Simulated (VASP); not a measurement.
# S (I4_1/amd) in VASP: notebook

The runs below take S through single point, with PBE.

All numbers are computed with VASP 6.6.1; they aren't measurements. Logs are shortened: lines on timing, memory, paths and dates and some standing lists are left out, and cuts for length are marked.

## Step 1: The cell of the first run

The structure is tetragonal, space group I4_1/amd (No. 141). The conventional cell has a = 5.472 Å, b = 5.472 Å, c = 2.329 Å, α = 90.00°, β = 90.00°, γ = 90.00°. S (site symmetry -4m2) has 6 S at 2.33 to 2.80 Å within 3.1 Å.

## Step 2: Single point, PBE

The input, INCAR:

```
PREC = Accurate ; ENCUT = 520
EDIFF = 1E-6 ; ISMEAR = -1
SIGMA = 0.08 ; LREAL = False
LASPH = True ; NELM = 60
ALGO = Normal ; ISIF = 2
LWAVE = False ; LCHARG = True
GGA = PE ; LELF = True
LVHAR = True ; NBANDS = 13
```

The input, KPOINTS:

```
Automatic mesh
0
Gamma
  16 16 16
```

The input, POSCAR:

```
S
1.0
   -2.7360185198      2.7360185198      1.1646237315
    2.7360185198     -2.7360185198      1.1646237315
    2.7360185198      2.7360185198     -1.1646237315
S
2
Direct
   -0.3750000000     -0.1250000000     -0.2500000000
    0.3750000000      0.1250000000      0.2500000000
```

Potentials or basis: VASP PAW PBE potentials, release 64 (S).

The run is started by

```sh
> cat potpaw_PBE.64/S/POTCAR > POTCAR
> mpirun -np 1 vasp_std > vasp.out
```

OUTCAR:

```text
PREC = Accurate
   ENCUT = 520
   EDIFF = 1E-6
   ISMEAR = -1
   LREAL = False
   LASPH = True
   NELM = 60
   ISIF = 2
   GGA = PE

 ion  position               nearest neighbor table
   1  0.625  0.875  0.750-
   2  0.375  0.125  0.250-

  LATTYP: Found a body centered tetragonal cell.
 ALAT       =     5.4720370396
 C/A-ratio  =     0.4256636872

  Lattice vectors:

 A1 = (  -2.7360185198,   2.7360185198,   1.1646237315)
 A2 = (   2.7360185198,  -2.7360185198,   1.1646237315)
 A3 = (   2.7360185198,   2.7360185198,  -1.1646237315)

Analysis of symmetry for initial positions (statically):
=====================================================================
 Subroutine PRICEL returns:
 Original cell was already a primitive cell.

 Routine SETGRP: Setting up the symmetry group for a
 body centered tetragonal supercell.

 Subroutine GETGRP returns: Found 16 space group operations
 (whereof  4 operations were pure point group operations)
 out of a pool of 16 trial point group operations.

The static configuration has the point symmetry C_2h.
 The point group associated with its full space group is D_4h.

Analysis of symmetry for dynamics (positions and initial velocities):
=====================================================================
 Subroutine PRICEL returns:
 Original cell was already a primitive cell.

 Routine SETGRP: Setting up the symmetry group for a
 body centered tetragonal supercell.

 Subroutine GETGRP returns: Found 16 space group operations
 (whereof  4 operations were pure point group operations)
 out of a pool of 16 trial point group operations.

The dynamic configuration has the point symmetry C_2h.
 The point group associated with its full space group is D_4h.

 Subroutine INISYM returns: Found 16 space group operations
 (whereof  4 operations are pure point group operations),
 and found     1 'primitive' translations

----------------------------------------------------------------------------------------

                                     Primitive cell

  volume of cell :      34.8725

  direct lattice vectors                    reciprocal lattice vectors
    -2.736018520  2.736018520  1.164623732     0.000000000  0.182747301  0.429323211
     2.736018520 -2.736018520  1.164623732     0.182747301  0.000000000  0.429323211
     2.736018520  2.736018520 -1.164623732     0.182747301  0.182747301  0.000000000

  length of vectors
     4.040784963  4.040784963  4.040784963     0.466599395  0.466599395  0.258443712

  position of ions in fractional coordinates (direct lattice)
     0.625000000  0.875000000  0.750000000
     0.375000000  0.125000000  0.250000000

  ion indices of the primitive-cell ions
   primitive index   ion index
                 1           1
                 2           2

----------------------------------------------------------------------------------------

 KPOINTS: Automatic mesh

Automatic generation of k-mesh.
 Grid dimensions read from file:
 generate k-points for:   16   16   16

 Generating k-lattice:

  Cartesian coordinates                     Fractional coordinates (reciprocal lattice)
     0.000000000  0.011421706  0.026832701     0.062500000  0.000000000 -0.000000000
     0.011421706  0.000000000  0.026832701     0.000000000  0.062500000 -0.000000000
     0.011421706  0.011421706  0.000000000     0.000000000  0.000000000  0.062500000

  Length of vectors
     0.029162462  0.029162462  0.016152732

  Shift w.r.t. Gamma in fractional coordinates (k-lattice)
     0.000000000  0.000000000  0.000000000

 Subroutine IBZKPT returns following result:
 ===========================================

 Found    349 irreducible k-points:

 Following reciprocal coordinates:
            Coordinates               Weight
  0.000000  0.000000  0.000000      1.000000
  0.062500  0.000000 -0.000000      8.000000
  0.125000  0.000000 -0.000000      8.000000
  0.187500  0.000000 -0.000000      8.000000
  0.250000  0.000000 -0.000000      8.000000
  0.312500  0.000000 -0.000000      8.000000
[... 16 lines left out ...]
 -0.125000  0.062500  0.000000     16.000000
 -0.062500  0.062500  0.000000      4.000000
 [... further k-points ...]
   k-points           NKPTS =    349   k-points in BZ     NKDIM =    349   number of bands    NBANDS=     13
   number of dos      NEDOS =    301   number of ions     NIONS =      2
   total plane-waves  NPLWV =  27000
   dimension x,y,z NGX =    30 NGY =   30 NGZ =   30
   dimension x,y,z NGXF=    60 NGYF=   60 NGZF=   60
   ions per type =               2
   NGX,Y,Z   is equivalent  to a cutoff of  12.34, 12.34, 12.34 a.u.
   NGXF,Y,Z  is equivalent  to a cutoff of  24.69, 24.69, 24.69 a.u.
 SYSTEM =  unknown system
   PREC   = accura    normal or accurate (medium, high low for compatibility)
   ISTART =      0    job   : 0-new  1-cont  2-samecut
   ICHARG =      2    charge: 1-file 2-atom 10-const
   ISPIN  =      1    spin polarized calculation?
   LNONCOLLINEAR =      F non collinear calculations
   LSORBIT =      F    spin-orbit coupling
   LASPH  =      T    aspherical Exc in radial PAW
   ENCUT  =  520.0 eV  38.22 Ry    6.18 a.u.   7.51  7.51  7.51*2*pi/ulx,y,z
   NELM   =     60;   NELMIN=  2; NELMDL= -5     # of ELM steps
   EDIFF  = 0.1E-05   stopping-criterion for ELM
   LREAL  =      F    real-space projection
   EDIFFG = 0.1E-04   stopping-criterion for IOM
   NSW    =      0    number of steps for IOM
   IBRION =     -1    ionic relax: 0-MD 1-quasi-New 2-CG
   NFREE  =      0    steps in history (QN), initial steepest desc. (CG)
   ISIF   =      2    stress and relaxation
   ISYM   =      2    0-nonsym 1-usesym 2-fastsym
   POTIM  = 0.5000    time-step for ionic-motion
   TEBEG  =    0.0;   TEEND  =   0.0 temperature during run
   PSTRESS=    0.0 pullay stress
   NELECT =      12.0000    total number of electrons
   NUPDOWN=      -1.0000    fix difference up-down
   EMIN   =  10.00;   EMAX   =-10.00  energy-range for DOS
   EFERMI =   0.00;   METHOD = LEGACY
   ISMEAR =    -1;   SIGMA  =   0.08  broadening in eV -4-tet -1-fermi 0-gaus
   EFERMI_NEDOS =   21; number of points for ismear=-14 and -15
   IALGO  =     38    algorithm
   IMIX   =      4    mixing-type and parameters
     AMIX     =   0.40;   BMIX     =  1.00
     AMIX_MAG =   1.60;   BMIX_MAG =  1.00
  volume/ion in A,a.u.               =      17.44       117.67
  Fermi-wavevector in a.u.,A,eV,Ry     =   1.147204  2.167901 17.906317  1.316077
  Thomas-Fermi vector in A             =   2.283885
   LORBIT       =      0    0 simple, 1 ext, 2 COOP (PROOUT), +10 PAW based schemes
   GGA     = PE    functional components
   LHFCALC =     F    Hartree Fock is set to
   AEXX    =    0.0000 exact exchange contribution
   IVDW    =     0    specifies the selected vdW correction
   LEPSILON=     F    determine dielectric tensor
   LRPA    =     F    only Hartree local field effects (RPA)
 non-spin polarized calculation
  energy-cutoff  :      520.00
  volume of cell :       34.87
 maximum number of plane-waves:       955
   NGX = 15   NGY = 15   NGZ = 15

 number of electron      11.9999999 magnetization

 Free energy of the ion-electron system (eV)
  ---------------------------------------------------
  ext. energy  EPLUGINS =         0.00000000
  ---------------------------------------------------
  free energy    TOTEN  =        -6.55674852 eV

  energy without entropy =       -6.53050903  energy(sigma->0) =       -6.54362877

 E-fermi :   6.4714     XC(G=0): -10.4946

 val. band max:        6.4706393323   @ k =  -0.2500   0.3125   0.1250
 cond. band min:       6.4737133126   @ k =  -0.3125  -0.4375   0.1875
 fundamental gap:      0.0030739803
 Fermi energy:         6.4714009716

 k-point     1 :       0.0000    0.0000    0.0000
  band No.  band energies     occupation
      1     -10.3220      2.00000
      2      -6.5781      2.00000
      3       0.8371      2.00000
      4       0.8371      2.00000
      5       6.4839      0.92190
      6       6.4839      0.92190
      7       9.4236      0.00000
      8      12.4380      0.00000
      9      12.5429      0.00000
     10      13.3007      0.00000
     11      13.6996      0.00000
     12      19.0928      0.00000
     13      20.6610      0.00000

 k-point     2 :       0.0625    0.0000   -0.0000
  band No.  band energies     occupation
      1     -10.2114      2.00000
      2      -6.5101      2.00000
      3       0.8991      2.00000
      4       0.9786      2.00000
      5       6.4159      1.33354
      6       6.5577      0.50739
      7       9.5866      0.00000
      8      11.4572      0.00000
      9      11.5641      0.00000
     10      13.7677      0.00000
     11      13.8961      0.00000
     12      20.1083      0.00000
     13      21.4713      0.00000

 k-point     3 :       0.1250    0.0000   -0.0000
  band No.  band energies     occupation
      1      -9.8809      2.00000
      2      -6.3042      2.00000
      3       1.0864      2.00000
      4       1.3963      2.00000
      5       6.2489      1.88337
      6       6.7716      0.04585
      7       9.5554      0.00000
      8       9.6965      0.00000
      9      10.0705      0.00000
     10      14.1614      0.00000
     11      14.7081      0.00000
     12      20.5944      0.00000
     13      20.7240      0.00000
[... 305 lines left out ...]
 k-point    23 :      -0.1250    0.0625    0.0000
  band No.  band energies     occupation
      1     -10.1583      2.00000
      2      -6.6109      2.00000
      3       0.8838      2.00000
      4       1.1171      2.00000
      5       6.0590      1.98852
      6       6.4516      1.12284
      7       9.8213      0.00000
      8      11.4634      0.00000
      9      11.5852      0.00000
     10      13.9485      0.00000
     11      14.3081      0.00000
     12      20.0580      0.00000
     13      21.4326      0.00000

 k-point    24 :      -0.0625    0.0625    0.0000
  band No.  band energies     occupation
      1     -10.2953      2.00000
      2      -6.6299      2.00000
      3       0.8670      2.00000
      4       0.8690      2.00000
      5       6.3587      1.60704
      6       6.3590      1.60612
      7       9.5426      0.00000
      8      12.4602      0.00000
      9      12.5403      0.00000
     10      13.4579      0.00000
     11      13.8513      0.00000
     12      19.0693      0.00000
     13      20.6515      0.00000

 [... further k-points ...]

------------------------ aborting loop because EDIFF is reached ----------------------------------------

  FORCE on cell =-STRESS in cart. coord.  units (eV):
  Direction    XX          YY          ZZ          XY          YZ          ZX
  --------------------------------------------------------------------------------------
  -------------------------------------------------------------------------------------
  Total        0.4906230      0.4906230      0.4135334     -0.0000000     -0.0000000     -0.0000000
  in kB       22.5410832     22.5410832     18.9992934     -0.0000000     -0.0000000     -0.0000000
  external PRESSURE =      21.3604866 kB  Pullay stress =       0.0000000 kB

 VOLUME and BASIS-vectors are now :
 -----------------------------------------------------------------------------
  energy-cutoff  :      520.00
  volume of cell :       34.87
      direct lattice vectors                 reciprocal lattice vectors
    -2.736018520  2.736018520  1.164623732     0.000000000  0.182747301  0.429323211
     2.736018520 -2.736018520  1.164623732     0.182747301  0.000000000  0.429323211
     2.736018520  2.736018520 -1.164623732     0.182747301  0.182747301  0.000000000

 POSITION                                       TOTAL-FORCE (eV/Angst)
 -----------------------------------------------------------------------------------
      2.73602      1.36801      0.87347        -0.000000      0.000000     -0.000000
      0.00000      1.36801      0.29116         0.000000     -0.000000      0.000000
 -----------------------------------------------------------------------------------
    total drift:                                0.000000     -0.000000      0.000000

  FREE ENERGIE OF THE ION-ELECTRON SYSTEM (eV)
  ---------------------------------------------------
  free  energy   TOTEN  =        -6.5567485193 eV

  energy  without entropy=       -6.5305090262  energy(sigma->0) =       -6.54362877
```

Run time: 2.5 min. Hardware: 1 thread of AMD EPYC 7R43 (Zen 3), shared host; peak memory 0.21 GiB.

Results:

| Property | Result |
| --- | --- |
| Free energy | -6.5567 eV |
| Pressure | 2.1 GPa |
| Band gap on the k mesh | zero (bands 6 and 7 overlap by 2.96 eV) |

## Step 3: Single point, PBE

The input, INCAR:

```
  PREC = Accurate
  ENCUT = 520
  EDIFF = 1E-6
  ISMEAR = -1
  SIGMA = 0.08
  LREAL = False
  LASPH = True
  NELM = 100
  ALGO = Normal
  ISIF = 2
  LWAVE = False
  LCHARG = True
  GGA = PE
  LELF = True
  LVHAR = True
  NBANDS = 13
```

KPOINTS is that of step 2.

The input, POSCAR:

```
S
1.0
   -2.7370566760      2.7370566760      1.1647168025
    2.7370566760     -2.7370566760      1.1647168025
    2.7370566760      2.7370566760     -1.1647168025
S
2
Direct
   -0.3750000000     -0.1250000000     -0.2500000000
    0.3750000000      0.1250000000      0.2500000000
```

Potentials or basis: VASP PAW PBE potentials, release 64 (S).

The run is started by

```sh
> cat potpaw_PBE.64/S/POTCAR > POTCAR
> mpirun -np 1 vasp_std > vasp.out
```

Run time: 2.5 min. Hardware: 1 thread of AMD EPYC 7R43 (Zen 3), shared host; peak memory 0.21 GiB.

The run converged. Its results:

```
Free energy            : -6.5572 eV
Pressure               : 2.1 GPa
Band gap on the k mesh : zero (bands 6 and 7 overlap by 2.96 eV)
```

Stress tensor (GPa, compression positive):
```
2.20 0.00 0.00
0.00 2.20 0.00
0.00 0.00 1.82
```

Levels at points of the mesh, in eV from the Fermi level:
| k point | band 2 | band 3 | band 4 | band 5 | band 6 | band 7 | band 8 | band 9 | band 10 | band 11 |
| --- | --- | --- | --- | --- | --- | --- | --- | --- | --- | --- |
| (0.00, 0.00, 0.00) | -13.05 | -5.63 | -5.63 | 0.01 | 0.01 | 2.96 | 5.97 | 6.07 | 6.83 | 7.23 |
| (0.50, 0.00, 0.00) | -9.79 | -7.37 | -6.52 | -2.61 | -0.55 | 0.28 | 0.96 | 6.34 | 6.48 | 7.78 |
| (0.50, 0.50, 0.00) | -15.22 | -3.68 | -3.68 | -3.65 | -3.65 | 6.02 | 6.02 | 9.03 | 9.03 | 11.45 |
| (0.50, 0.50, 0.50) | -14.88 | -7.41 | -7.41 | 1.11 | 1.11 | 5.82 | 5.82 | 9.06 | 9.06 | 12.61 |
